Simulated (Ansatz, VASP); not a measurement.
## HgH2 in VASP and in Ansatz

```
Hg H
1.0
     9.00000    0.00000    0.00000
     0.00000    9.00000    0.00000
     0.00000    0.00000   12.31000
Hg H
1 2
Direct
  0.50000 0.50000 0.50010
  0.50000 0.50000 0.63464
  0.50000 0.50000 0.36556
```

Alike in both runs: task single point; functional PBE; k mesh 1 × 1 × 1; occupations gaussian, width 0.01 eV; non-collinear spin, spin-orbit coupling.

```csv
,VASP,Ansatz
version,VASP 6.6.1,Ansatz 0.2.0
potentials or method,"VASP PAW PBE potentials, release 64 (Hg, H), cutoff 520 eV","plane waves, PAW"
valence electrons in the cell,14,22
```

VASP gave:

| Property | Result |
| --- | --- |
| rms of the force components (eV/Å) | 0.000 |
| net moment per atom (μB) | 0.00 |

Estimate Ansatz's values.

rms of the force components (eV/Å): 0.066; net moment per atom (μB): 0.00.

Atom by atom the forces differ by 0.067 eV/Å (rms over components). VASP's potentials hold 14 valence electrons a cell and Ansatz's 22, so a difference there can come from the potentials and not from the codes. Ansatz's warnings: xc potential rough in thin density.
